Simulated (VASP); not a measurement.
A run of VASP 6.6.1:

Contents of INCAR:

```
SYSTEM = Ti4B
ALGO = Normal
EDIFF = 1E-7
ENCUT = 520
GGA = PE
ISIF = 2
ISMEAR = 0
ISPIN = 2
LASPH = .TRUE.
LCHARG = .TRUE.
LELF = .TRUE.
LMAXMIX = 4
LORBIT = 11
LREAL = .FALSE.
LVHAR = .TRUE.
LWAVE = .FALSE.
MAGMOM = 0.36 0.36 0 0 0
NBANDS = 38
NELM = 150
PREC = Accurate
SIGMA = 0.1
```

The input KPOINTS:

```
k-points
0
G
  12 12 8
  0 0 0
```

File POSCAR:

```
Ti4B
1.0
    4.3690981184      0.0000000000      0.0000000000
   -2.1845490592      3.7837499622      0.0000000000
    0.0000000000      0.0000000000      5.1584217554
Ti B
4 1
Direct
    0.3333333333      0.6666666667      0.0000000000
    0.6666666667      0.3333333333      0.0000000000
    0.3333333333      0.6666666667      0.5000000000
    0.6666666667      0.3333333333      0.5000000000
    0.0000000000      0.0000000000      0.5000000000
```

Potentials or basis: VASP PAW PBE potentials, release 64 (Ti_sv, B).

Launch:

```console
$ cat potpaw_PBE.64/Ti_sv/POTCAR potpaw_PBE.64/B/POTCAR > POTCAR
$ mpirun -np 1 vasp_std > vasp.out
```

Hardware: 1 thread of Oxide Virtual Turin-like Processor (shared host).

Question: How long does it take, and how much memory?

Answer: It took 31 min on 1 thread of Oxide Virtual Turin-like Processor, with other jobs on the host, peak memory 0.49 GiB. Counts: scf iterations 37, k points 95.
